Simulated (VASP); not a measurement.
Here is a VASP 6.6.1 calculation.

Contents of POSCAR:

```
Be2C
1.0
    2.1675252765      2.1675252765      0.0000000000
   -2.1675252765      2.1675252765      0.0000000000
    0.0000000000      2.1675252765      2.1675252765
Be C
2 1
Direct
    0.2500000000      0.7500000000      0.5000000000
    0.7500000000      0.2500000000      0.5000000000
    0.0000000000      0.0000000000      0.0000000000
```

The input INCAR.step1:

```
PREC = Accurate ; ENCUT = 660
ISMEAR = 0 ; SIGMA = 0.01
LREAL = False ; LASPH = True
NELM = 120 ; NBANDS = 11
GGA = PE ; ALGO = Normal
EDIFF = 1E-5 ; LWAVE = True
LCHARG = False ; GGA_COMPAT = False
```

Contents of INCAR.step2:

```
PREC = Accurate ; ENCUT = 660
EDIFF = 1E-6 ; ISMEAR = 0
SIGMA = 0.01 ; LREAL = False
LASPH = True ; NELM = 120
ALGO = Normal ; ISIF = 2
LWAVE = False ; LCHARG = False
METAGGA = R2SCAN ; LMIXTAU = True
NBANDS = 11 ; ISTART = 1
GGA_COMPAT = False
```

Contents of KPOINTS:

```
Automatic mesh
0
Gamma
  10 10 10
```

Potentials or basis: VASP PAW PBE potentials, release 64 (Be, C).

Command:

```sh
$ cat potpaw_PBE.64/Be/POTCAR potpaw_PBE.64/C/POTCAR > POTCAR
$ cp INCAR.step1 INCAR
$ mpirun -np 1 vasp_std > vasp.out
$ cp INCAR.step2 INCAR
$ mpirun -np 1 vasp_std > vasp.out
```

(1) Predict the pressure.

(2) Estimate the band gap on the k mesh.

Answers

(1) -1.2 GPa.

(2) 1.52 eV (least direct gap 4.61 eV).

Caveat: the PAW data sets were made with another functional, which shifts forces and pressure a little.
